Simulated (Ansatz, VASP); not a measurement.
**Rb3RhW in VASP and in Ansatz**

```xyz
5
Lattice="6.3748 0.0000 0.0000 0.0000 6.3748 0.0000 0.0000 0.0000 6.3748" Properties=species:S:1:pos:R:3 pbc="T T T"
Rb    0.0000    3.1874    3.1874
Rb    3.1874    0.0000    3.1874
Rb    3.1874    3.1874    0.0000
Rh    0.0000    0.0000    0.0000
W     3.1874    3.1874    3.1874
```

Alike in both runs: functional PBE; k mesh 4 × 4 × 4; occupations gaussian, width 0.1 eV; no spin polarisation.

Ansatz relaxed the structure, and its values are those at the end. VASP's run is a single point on that final structure, the one shown.

|  | VASP | Ansatz |
| --- | --- | --- |
| version | VASP 6.6.1 | Ansatz 0.2.0 |
| potentials or method | VASP PAW PBE potentials, release 64 (Rb_sv, Rh_pv, W_sv), cutoff 520 eV | scalar-relativistic, plane waves, PAW |
| valence electrons in the cell | 56 | 58 |

|  | VASP | Ansatz | Ansatz less VASP |
| --- | --- | --- | --- |
| gap on the k mesh at the Fermi level (eV) | none | none | - |
| pressure (GPa) | 0.0 | -0.1 | -0.02 |

A gap of «none» marks a metal or a gap that the smearing closes. VASP's potentials hold 56 valence electrons a cell and Ansatz's 58, so a difference there can come from the potentials and not from the codes.

Neither program's run includes spin-orbit coupling.
